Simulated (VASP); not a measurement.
Runs of VASP 6.6.1 on CdSe (Cadmoselite). The structure is that of space group P6_3mc (No. 186), or close to it. The cells are those of the table. 

| cell | gap on the mesh (eV) | pressure (GPa) | largest force (eV/Å) |
| --- | --- | --- | --- |
| a = 4.427, b = 4.427, c = 6.949 Å, angles 90.0, 90.0, 120.0°, 4 atoms | 1.01 | -0.8 | - |
| a = 4.383, b = 4.383, c = 7.013 Å, angles 90.0, 90.0, 120.0°, 4 atoms | 1.07 | (a) | - |
| a = 4.427, b = 4.427, c = 6.993 Å, angles 90.0, 90.0, 120.0°, 4 atoms | 1.03 | -1.0 | 0.21 |
| a = 4.383, b = 4.383, c = 7.035 Å, angles 90.0, 90.0, 120.0°, 4 atoms | (b) | (c) | 0.11 |

Alike in all rows: task single point; level r2SCAN; potentials or basis VASP PAW PBE potentials, release 64 (Cd, Se); no spin polarisation; k mesh 6 × 6 × 4; cutoff (eV) 520; smearing gaussian 0.01 eV.

Question: Estimate the missing entries.

Answer: (a) -0.3; (b) 1.08; (c) -0.4.

Caveats: the PAW data sets were made with another functional, which shifts forces and pressure a little.

A k mesh can miss the band edges, and the runs leave out spin-orbit coupling on Cd, Se.
